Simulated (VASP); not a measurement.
# Bi (Im-3m) in VASP: further runs

Bi is run at these levels: PBEsol+D3(BJ); tasks: single point, relaxation of cell and atoms.

Program: VASP 6.6.1. These are calculated values, not measurements. Logs are shortened: lines on timing, memory, paths and dates and some standing lists are left out, and cuts for length are marked.

## Step 1: The cell of the first run

Symmetry: Im-3m, No. 229, cubic system. The conventional cell has a = 3.709 Å, b = 3.709 Å, c = 3.709 Å, α = 90.00°, β = 90.00°, γ = 90.00°. Within 4.2 Å of Bi (site symmetry m-3m) lie 14 Bi at 3.21 to 3.71 Å.

This isn't the form of Bi at room conditions, which is rhombohedral.

## Step 2: Single point, PBEsol+D3(BJ)

The input, INCAR:

```
ALGO = Fast ; EDIFF = 1E-6
ENCUT = 520 ; GGA = PS
ISIF = 2 ; ISMEAR = 0
IVDW = 12 ; LASPH = True
LCHARG = False ; LREAL = False
LWAVE = False ; NBANDS = 14
NELM = 100 ; PREC = Accurate
SIGMA = 0.1
```

The input, KPOINTS:

```
k-points
0
Gamma
  16 16 16
```

The input, POSCAR:

```
Bi
1.0
   -1.8545188196      1.8545188196      1.8545188196
    1.8545188196     -1.8545188196      1.8545188196
    1.8545188196      1.8545188196     -1.8545188196
Bi
1
Direct
    0.0000000000      0.0000000000      0.0000000000
```

Potentials or basis: VASP PAW PBE potentials, release 64 (Bi_d).

On the command line:

```console
$ cat potpaw_PBE.64/Bi_d/POTCAR > POTCAR
$ mpirun -np 1 vasp_std > vasp.out
```

OUTCAR:

```text
EDIFF = 1E-6
   ENCUT = 520
   GGA = PS
   ISIF = 2
   ISMEAR = 0
   IVDW = 12
   LASPH = True
   LREAL = False
   NELM = 100
   PREC = Accurate
 IVDW          = 12

 ion  position               nearest neighbor table
   1  0.000  0.000  0.000-

  LATTYP: Found a body centered cubic cell.
 ALAT       =     3.7090376392

  Lattice vectors:

 A1 = (  -1.8545188196,   1.8545188196,   1.8545188196)
 A2 = (   1.8545188196,  -1.8545188196,   1.8545188196)
 A3 = (   1.8545188196,   1.8545188196,  -1.8545188196)

Analysis of symmetry for initial positions (statically):
=====================================================================
 Subroutine PRICEL returns:
 Original cell was already a primitive cell.

 Routine SETGRP: Setting up the symmetry group for a
 body centered cubic supercell.

 Subroutine GETGRP returns: Found 48 space group operations
 (whereof 48 operations were pure point group operations)
 out of a pool of 48 trial point group operations.

The static configuration has the point symmetry O_h .

Analysis of symmetry for dynamics (positions and initial velocities):
=====================================================================
 Subroutine PRICEL returns:
 Original cell was already a primitive cell.

 Routine SETGRP: Setting up the symmetry group for a
 body centered cubic supercell.

 Subroutine GETGRP returns: Found 48 space group operations
 (whereof 48 operations were pure point group operations)
 out of a pool of 48 trial point group operations.

The dynamic configuration has the point symmetry O_h .

 Subroutine INISYM returns: Found 48 space group operations
 (whereof 48 operations are pure point group operations),
 and found     1 'primitive' translations

----------------------------------------------------------------------------------------

                                     Primitive cell

  volume of cell :      25.5125

  direct lattice vectors                    reciprocal lattice vectors
    -1.854518820  1.854518820  1.854518820     0.000000000  0.269611715  0.269611715
     1.854518820 -1.854518820  1.854518820     0.269611715  0.000000000  0.269611715
     1.854518820  1.854518820 -1.854518820     0.269611715  0.269611715  0.000000000

  length of vectors
     3.212120819  3.212120819  3.212120819     0.381288544  0.381288544  0.381288544

  position of ions in fractional coordinates (direct lattice)
     0.000000000  0.000000000  0.000000000

  ion indices of the primitive-cell ions
   primitive index   ion index
                 1           1

----------------------------------------------------------------------------------------

 KPOINTS: k-points

Automatic generation of k-mesh.
 Grid dimensions read from file:
 generate k-points for:   16   16   16

 Generating k-lattice:

  Cartesian coordinates                     Fractional coordinates (reciprocal lattice)
     0.000000000  0.016850732  0.016850732     0.062500000  0.000000000  0.000000000
     0.016850732  0.000000000  0.016850732     0.000000000  0.062500000  0.000000000
     0.016850732  0.016850732  0.000000000     0.000000000  0.000000000  0.062500000

  Length of vectors
     0.023830534  0.023830534  0.023830534

  Shift w.r.t. Gamma in fractional coordinates (k-lattice)
     0.000000000  0.000000000  0.000000000

 Subroutine IBZKPT returns following result:
 ===========================================

 Found    145 irreducible k-points:

 Following reciprocal coordinates:
            Coordinates               Weight
  0.000000  0.000000  0.000000      1.000000
  0.062500  0.000000  0.000000     12.000000
  0.125000  0.000000  0.000000     12.000000
  0.187500  0.000000  0.000000     12.000000
  0.250000  0.000000  0.000000     12.000000
  0.312500  0.000000  0.000000     12.000000
[... 16 lines left out ...]
  0.187500  0.187500  0.000000     24.000000
  0.250000  0.187500  0.000000     48.000000
 [... further k-points ...]
   k-points           NKPTS =    145   k-points in BZ     NKDIM =    145   number of bands    NBANDS=     14
   number of dos      NEDOS =    301   number of ions     NIONS =      1
   total plane-waves  NPLWV =  13824
   dimension x,y,z NGX =    24 NGY =   24 NGZ =   24
   dimension x,y,z NGXF=    48 NGYF=   48 NGZF=   48
   ions per type =               1
   NGX,Y,Z   is equivalent  to a cutoff of  12.42, 12.42, 12.42 a.u.
   NGXF,Y,Z  is equivalent  to a cutoff of  24.84, 24.84, 24.84 a.u.
 SYSTEM =  unknown system
   PREC   = accura    normal or accurate (medium, high low for compatibility)
   ISTART =      0    job   : 0-new  1-cont  2-samecut
   ICHARG =      2    charge: 1-file 2-atom 10-const
   ISPIN  =      1    spin polarized calculation?
   LNONCOLLINEAR =      F non collinear calculations
   LSORBIT =      F    spin-orbit coupling
   LASPH  =      T    aspherical Exc in radial PAW
   ENCUT  =  520.0 eV  38.22 Ry    6.18 a.u.   5.97  5.97  5.97*2*pi/ulx,y,z
   NELM   =    100;   NELMIN=  2; NELMDL= -5     # of ELM steps
   EDIFF  = 0.1E-05   stopping-criterion for ELM
   LREAL  =      F    real-space projection
   EDIFFG = 0.1E-04   stopping-criterion for IOM
   NSW    =      0    number of steps for IOM
   IBRION =     -1    ionic relax: 0-MD 1-quasi-New 2-CG
   NFREE  =      0    steps in history (QN), initial steepest desc. (CG)
   ISIF   =      2    stress and relaxation
   ISYM   =      2    0-nonsym 1-usesym 2-fastsym
   POTIM  = 0.5000    time-step for ionic-motion
   TEBEG  =    0.0;   TEEND  =   0.0 temperature during run
   PSTRESS=    0.0 pullay stress
   NELECT =      15.0000    total number of electrons
   NUPDOWN=      -1.0000    fix difference up-down
   EMIN   =  10.00;   EMAX   =-10.00  energy-range for DOS
   EFERMI =   0.00;   METHOD = LEGACY
   ISMEAR =     0;   SIGMA  =   0.10  broadening in eV -4-tet -1-fermi 0-gaus
   EFERMI_NEDOS =   21; number of points for ismear=-14 and -15
   IALGO  =     68    algorithm
   IMIX   =      4    mixing-type and parameters
     AMIX     =   0.40;   BMIX     =  1.00
     AMIX_MAG =   1.60;   BMIX_MAG =  1.00
  volume/ion in A,a.u.               =      25.51       172.17
  Fermi-wavevector in a.u.,A,eV,Ry     =   1.371473  2.591709 25.591727  1.880939
  Thomas-Fermi vector in A             =   2.497167
   LORBIT       =      0    0 simple, 1 ext, 2 COOP (PROOUT), +10 PAW based schemes
   GGA     = PS    functional components
   LHFCALC =     F    Hartree Fock is set to
   AEXX    =    0.0000 exact exchange contribution
   IVDW    =    12    specifies the selected vdW correction
   LEPSILON=     F    determine dielectric tensor
   LRPA    =     F    only Hartree local field effects (RPA)
 non-spin polarized calculation
 RMM-DIIS sequential band-by-band and
 Gauss-broadening in eV      SIGMA  =   0.10
  energy-cutoff  :      520.00
  volume of cell :       25.51
 maximum number of plane-waves:       703
   NGX = 11   NGY = 11   NGZ = 11

 number of electron      14.9999994 magnetization

 Free energy of the ion-electron system (eV)
  ---------------------------------------------------
  ext. energy  EPLUGINS =         0.00000000
  ---------------------------------------------------
  free energy    TOTEN  =        -4.05017210 eV

  energy without entropy =       -4.04737885  energy(sigma->0) =       -4.04877548

 E-fermi :  10.4140     XC(G=0): -11.4222

 val. band max:       10.4012484179   @ k =  -0.2500   0.3750   0.1250
 cond. band min:      10.4180759604   @ k =   0.3125   0.1250   0.0625
 fundamental gap:      0.0168275425
 Fermi energy:        10.4140169589

 k-point     1 :       0.0000    0.0000    0.0000
  band No.  band energies     occupation
      1     -12.7086      2.00000
      2     -12.7086      2.00000
      3     -12.7086      2.00000
      4     -12.4635      2.00000
      5     -12.4635      2.00000
      6      -4.6472      2.00000
      7      17.1833      0.00000
      8      17.1833      0.00000
      9      17.1833      0.00000
     10      20.9148      0.00000
     11      20.9148      0.00000
     12      20.9148      0.00000
     13      22.4786      0.00000
     14      23.5747      0.00000

 k-point     2 :       0.0625    0.0000    0.0000
  band No.  band energies     occupation
      1     -12.7118      2.00000
      2     -12.7041      2.00000
      3     -12.6940      2.00000
      4     -12.4671      2.00000
      5     -12.4639      2.00000
      6      -4.5573      2.00000
      7      16.2260      0.00000
      8      16.8612      0.00000
      9      17.0624      0.00000
     10      20.3398      0.00000
     11      20.6934      0.00000
     12      20.8309      0.00000
     13      23.0034      0.00000
     14      23.9403      0.00000

 k-point     3 :       0.1250    0.0000    0.0000
  band No.  band energies     occupation
      1     -12.7208      2.00000
      2     -12.6923      2.00000
      3     -12.6520      2.00000
      4     -12.4767      2.00000
      5     -12.4651      2.00000
      6      -4.2880      2.00000
      7      14.2415      0.00000
      8      16.0892      0.00000
      9      16.7090      0.00000
     10      19.5008      0.00000
     11      20.2371      0.00000
     12      20.8020      0.00000
     13      23.5028      0.00000
     14      24.8395      0.00000
[... 324 lines left out ...]
 k-point    23 :       0.1875    0.1875    0.0000
  band No.  band energies     occupation
      1     -12.7356      2.00000
      2     -12.6594      2.00000
      3     -12.5065      2.00000
      4     -12.4832      2.00000
      5     -12.4398      2.00000
      6      -2.2804      2.00000
      7       8.4340      2.00000
      8      11.2406      0.00000
      9      14.3406      0.00000
     10      19.5970      0.00000
     11      20.0970      0.00000
     12      22.9388      0.00000
     13      24.6262      0.00000
     14      26.1072      0.00000

 k-point    24 :       0.2500    0.1875    0.0000
  band No.  band energies     occupation
      1     -12.7412      2.00000
      2     -12.6450      2.00000
      3     -12.5020      2.00000
      4     -12.4879      2.00000
      5     -12.4026      2.00000
      6      -1.4846      2.00000
      7       7.0812      2.00000
      8      10.1844      1.99883
      9      13.8982      0.00000
     10      19.4243      0.00000
     11      20.6422      0.00000
     12      23.2198      0.00000
     13      25.6269      0.00000
     14      25.8317      0.00000

 [... further k-points ...]

------------------------ aborting loop because EDIFF is reached ----------------------------------------

 Edisp (eV)   -0.64464

 E8    (eV) :    -0.4618

  FORCE on cell =-STRESS in cart. coord.  units (eV):
  Direction    XX          YY          ZZ          XY          YZ          ZX
  --------------------------------------------------------------------------------------
  -------------------------------------------------------------------------------------
  Total       1.59892     1.59892     1.59892     0.00000    -0.00000     0.00000
  in kB     100.41160   100.41160   100.41160     0.00000    -0.00000     0.00000
  external pressure =      100.41 kB  Pullay stress =        0.00 kB

 VOLUME and BASIS-vectors are now :
 -----------------------------------------------------------------------------
  energy-cutoff  :      520.00
  volume of cell :       25.51
      direct lattice vectors                 reciprocal lattice vectors
    -1.854518820  1.854518820  1.854518820     0.000000000  0.269611715  0.269611715
     1.854518820 -1.854518820  1.854518820     0.269611715  0.000000000  0.269611715
     1.854518820  1.854518820 -1.854518820     0.269611715  0.269611715  0.000000000

 POSITION                                       TOTAL-FORCE (eV/Angst)
 -----------------------------------------------------------------------------------
      0.00000      0.00000      0.00000         0.000000     -0.000000      0.000000
 -----------------------------------------------------------------------------------
    total drift:                                0.000000      0.000000      0.000000

  FREE ENERGIE OF THE ION-ELECTRON SYSTEM (eV)
  ---------------------------------------------------
  free  energy   TOTEN  =        -4.6948116184 eV

  energy  without entropy=       -4.6920183724  energy(sigma->0) =       -4.69341500
```

Wall time 12 s (1 thread of Intel Xeon 6975P-C (Granite Rapids), shared host); peak memory 0.17 GiB.

Results:

```yaml
Free_energy: -4.6948 eV
Pressure: 10.0 GPa
Band_gap_on_the_k_mesh: zero (an odd number of electrons rules out a gap without spin polarisation)
Dispersion_energy_per_atom: -0.645 eV
```

Caveat: the cell stands under pressure; the PAW data sets were made with another functional, which shifts forces and pressure a little; spin-orbit coupling is left out, which moves the levels of the heavy elements.

## Step 3: Relaxation of cell and atoms, PBEsol+D3(BJ), target pressure 10.1 GPa, at which the enthalpy is minimised

This run uses another cell than the first one, of 31.12 Å³/atom.

The input, INCAR:

```
PREC = Accurate ; ENCUT = 600
EDIFF = 1E-7 ; ISMEAR = 0
SIGMA = 0.1 ; LREAL = F
LASPH = T ; NELM = 100
ALGO = Normal ; ISIF = 3
LWAVE = F ; LCHARG = F
GGA = PS ; IVDW = 12
IBRION = 2 ; NSW = 100
EDIFFG = -0.002 ; PSTRESS = 101.0
```

The input, KPOINTS:

```
Automatic mesh
0
Gamma
  16 16 16
```

The input, POSCAR:

```
Bi
1.0
   -1.9814305318      1.9814305318      1.9814305318
    1.9814305318     -1.9814305318      1.9814305318
    1.9814305318      1.9814305318     -1.9814305318
Bi
1
Direct
    0.0000000000      0.0000000000      0.0000000000
```

Potentials or basis: VASP PAW PBE potentials, release 64 (Bi_d).

On the command line:

```console
$ cat potpaw_PBE.64/Bi_d/POTCAR > POTCAR
$ mpirun -np 1 vasp_std > vasp.out
```

OUTCAR:

```text
PREC = Accurate
   ENCUT = 600
   EDIFF = 1E-7
   ISMEAR = 0
   LREAL = F
   LASPH = T
   NELM = 100
   ISIF = 3
   GGA = PS
   IVDW = 12
   IBRION = 2
   NSW = 100
   EDIFFG = -0.002
   PSTRESS = 101.0
 IVDW          = 12

 ion  position               nearest neighbor table
   1  0.000  0.000  0.000-

  LATTYP: Found a body centered cubic cell.
 ALAT       =     3.9628610636

  Lattice vectors:

 A1 = (  -1.9814305318,   1.9814305318,   1.9814305318)
 A2 = (   1.9814305318,  -1.9814305318,   1.9814305318)
 A3 = (   1.9814305318,   1.9814305318,  -1.9814305318)

Analysis of symmetry for initial positions (statically):
=====================================================================
 Subroutine PRICEL returns:
 Original cell was already a primitive cell.

 Routine SETGRP: Setting up the symmetry group for a
 body centered cubic supercell.

 Subroutine GETGRP returns: Found 48 space group operations
 (whereof 48 operations were pure point group operations)
 out of a pool of 48 trial point group operations.

The static configuration has the point symmetry O_h .

Analysis of symmetry for dynamics (positions and initial velocities):
=====================================================================
 Subroutine PRICEL returns:
[... 142 lines left out ...]
  volume of cell :       31.12
 maximum number of plane-waves:      1055
   NGX = 13   NGY = 13   NGZ = 13

--------------------------------------- Ionic step        1  -------------------------------------------

 number of electron      14.9999994 magnetization

 Free energy of the ion-electron system (eV)
  ---------------------------------------------------
  ext. energy  EPLUGINS =         0.00000000
  ---------------------------------------------------
  free energy    TOTEN  =        -4.21253164 eV

  energy without entropy =       -4.20810663  energy(sigma->0) =       -4.21031914

 E-fermi :   7.7220     XC(G=0): -10.4397

 val. band max:        7.7133981921   @ k =   0.2500   0.2500   0.1250
 cond. band min:       7.7272116254   @ k =  -0.1875   0.2500   0.0625
 fundamental gap:      0.0138134333
 Fermi energy:         7.7219508980

 k-point     1 :       0.0000    0.0000    0.0000
  band No.  band energies     occupation
      1     -15.2040      2.00000
      2     -15.2040      2.00000
      3     -15.2040      2.00000
      4     -15.0742      2.00000
      5     -15.0742      2.00000
      6      -5.7866      2.00000
      7      12.8625      0.00000
      8      12.8625      0.00000
      9      12.8625      0.00000
     10      16.8455      0.00000
     11      18.2222      0.00000
[... 567 lines left out ...]
--------------------------------------- Ionic step        7  -------------------------------------------

 number of electron      15.0000004 magnetization

 Free energy of the ion-electron system (eV)
  ---------------------------------------------------
  ext. energy  EPLUGINS =         0.00000000
  ---------------------------------------------------
  free energy    TOTEN  =        -4.05112853 eV

  energy without entropy =       -4.04833623  energy(sigma->0) =       -4.04973238

 E-fermi :  10.4118     XC(G=0): -11.4215

 val. band max:       10.3990994293   @ k =  -0.2500   0.3750   0.1250
 cond. band min:      10.4158712234   @ k =   0.3125   0.1250   0.0625
 fundamental gap:      0.0167717942
 Fermi energy:        10.4118335815

 k-point     1 :       0.0000    0.0000    0.0000
  band No.  band energies     occupation
      1     -12.7104      2.00000
      2     -12.7104      2.00000
      3     -12.7104      2.00000
      4     -12.4653      2.00000
      5     -12.4653      2.00000
      6      -4.6483      2.00000
      7      17.1796      0.00000
      8      17.1796      0.00000
      9      17.1796      0.00000
     10      20.9128      0.00000
     11      20.9128      0.00000
[... 358 lines left out ...]
  energy  without entropy=       -4.6928853922  energy(sigma->0) =       -4.69428154

  enthalpy is  TOTEN    =        -3.0871707993 eV   P V=        1.6085068952

 reached required accuracy - stopping structural energy minimisation
```

It took 97 s on 1 thread of Intel Xeon 6975P-C (Granite Rapids), shared host; peak memory 0.22 GiB.

Results:

```yaml
Free_energy: -4.6957 eV
Relaxed_volume: 25.52 Å³/atom
Relaxed_cell: a = 3.212 Å, b = 3.212 Å, c = 3.212 Å, α = 109.47°, β = 109.47°, γ = 109.47°
Space_group_after_relaxing_to_0.1_Å: Im-3m (No. 229)
Energy_change_on_relaxing_the_run_minimises_the_enthalpy: +40.1 meV/atom
Ionic_steps: 7
Pressure_after_relaxing: 10.1 GPa
Band_gap_on_the_k_mesh: zero (an odd number of electrons rules out a gap without spin polarisation)
Dispersion_energy_per_atom: -0.645 eV
```

The path:
```
step  energy change (eV)  largest force (eV/Å)  pressure (GPa)  volume (Å³)
   1              0.0000                0.0000           -4.88        31.12
   2              1.1107                0.0000           59.49        19.77
   3              0.0224                0.0000            8.78        25.82
   4              0.0352                0.0000            9.75        25.59
   5              0.0417                0.0000           10.21        25.49
   6              0.0379                0.0000            9.95        25.55
   7              0.0401                0.0000           10.10        25.52
```

Final structure:
```
Bi
1.0
    -1.85460    1.85460    1.85460
     1.85460   -1.85460    1.85460
     1.85460    1.85460   -1.85460
Bi
1
Cartesian
  0.0000 0.0000 0.0000
```

Levels at points of the mesh, in eV from the Fermi level:
```
           k point  band 3  band 4  band 5  band 6  band 7  band 8  band 9  band 10  band 11
(0.00, 0.00, 0.00)  -23.12  -22.88  -22.88  -15.06    6.77    6.77    6.77    10.50    10.50
(0.50, 0.00, 0.00)  -22.89  -22.89  -22.72  -10.74   -6.31    2.03    4.00     6.84     8.21
(0.50, 0.50, 0.50)  -22.76  -22.76  -22.76   -7.59   -2.25   -2.25   -2.25     3.40     3.40
```

Caveat: the cell is relaxed towards a set pressure, so the run minimises the enthalpy, not the energy; the volume moved by over 15 % at a fixed basis, so the end points are rough; the PAW data sets were made with another functional, which shifts forces and pressure a little; spin-orbit coupling is left out, which moves the levels of the heavy elements.
